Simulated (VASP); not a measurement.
Input of a VASP 6.6.1 run:

The input POSCAR:

```
ZnS
1.0
    0.0000000000      2.5310224672      2.5310224672
    2.5310224672      0.0000000000      2.5310224672
    2.5310224672      2.5310224672      0.0000000000
Zn S
1 1
Direct
    0.0000000000      0.0000000000      0.0000000000
    0.5000000000      0.5000000000      0.5000000000
```

INCAR.step1

```
SYSTEM = ZnS
  ALGO = Normal
  EDIFF = 1E-5
  ENCUT = 600
  GGA = PE
  ISMEAR = -1
  KPAR = 4
  LASPH = .True.
  LCHARG = .False.
  LREAL = .False.
  LWAVE = .True.
  NBANDS = 16
  NELM = 100
  PREC = Accurate
  SIGMA = 0.02
```

File INCAR.step2:

```
SYSTEM = ZnS
  ALGO = Normal
  EDIFF = 1E-7
  EDIFFG = -0.005
  ENCUT = 600
  GGA = PE
  HFSCREEN = 0.2079
  IBRION = 2
  ISIF = 3
  ISMEAR = -1
  ISTART = 1
  KPAR = 4
  LASPH = .True.
  LCHARG = .False.
  LHFCALC = .True.
  LREAL = .False.
  LWAVE = .False.
  NELM = 100
  NSW = 80
  PREC = Accurate
  PRECFOCK = Normal
  SIGMA = 0.02
```

The input KPOINTS:

```
k-points
0
Gamma
  6 6 6
  0 0 0
```

Potentials or basis: VASP PAW PBE potentials, release 64 (Zn, S).

Command:

```console
$ cat potpaw_PBE.64/Zn/POTCAR potpaw_PBE.64/S/POTCAR > POTCAR
$ cp INCAR.step1 INCAR
$ mpirun -np 4 vasp_std > vasp.out
$ cp INCAR.step2 INCAR
$ mpirun -np 4 vasp_std > vasp.out
```

(1) Predict the band gap on the k mesh.

(2) Estimate the relaxed cell.

(3) Predict the space group after relaxing (to 0.1 Å).

(4) Estimate the relaxed volume.

Results:

(1) 0.70 eV (least direct gap 3.37 eV).

(2) a = 3.592 Å, b = 3.592 Å, c = 3.592 Å, α = 60.00°, β = 60.00°, γ = 60.00°.

(3) Fm-3m (No. 225).

(4) 16.39 Å³/atom.

Caveat: the structure was generated, so it needn't be the stable form of ZnS; the PAW data sets were made with another functional, which shifts forces and pressure a little.
